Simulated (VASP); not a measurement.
Runs of VASP 6.6.1 on HfN. The structure is that of space group I4/mmm (No. 139), or close to it. The cells are those of the table. 

| cell | gap on the mesh (eV) | pressure (GPa) |
| --- | --- | --- |
| a = 3.217, b = 3.217, c = 3.296 Å, angles 59.2, 59.2, 61.6°, 2 atoms | none | -6.8 |
| a = 3.178, b = 3.178, c = 3.296 Å, angles 58.8, 58.8, 62.5°, 2 atoms | none | (a) |
| a = 3.220, b = 3.220, c = 3.377 Å, angles 58.4, 58.4, 63.2°, 2 atoms | none | (b) |
| a = 3.220, b = 3.220, c = 3.055 Å, angles 61.7, 61.7, 56.6°, 2 atoms | none | 20.3 |
| a = 3.258, b = 3.258, c = 3.377 Å, angles 58.8, 58.8, 62.4°, 2 atoms | none | -15.5 |

Alike in all rows: task single point; level PBE; potentials or basis VASP PAW PBE potentials, release 64 (Hf_pv, N); no spin polarisation; k mesh 22 × 22 × 22; cutoff (eV) 520; smearing gaussian 0.15 eV.

Question: Fill in the values left out.

Answer: (a) 1.9; (b) -7.4.

Caveats: spin-orbit coupling is left out, which moves the levels of the heavy elements; the cell stands under tension (at least some runs); the cell stands under pressure (at least some runs).

A k mesh can miss the band edges, and the runs leave out spin-orbit coupling on Hf.

A gap of «none» marks levels without a gap at the run's occupations.
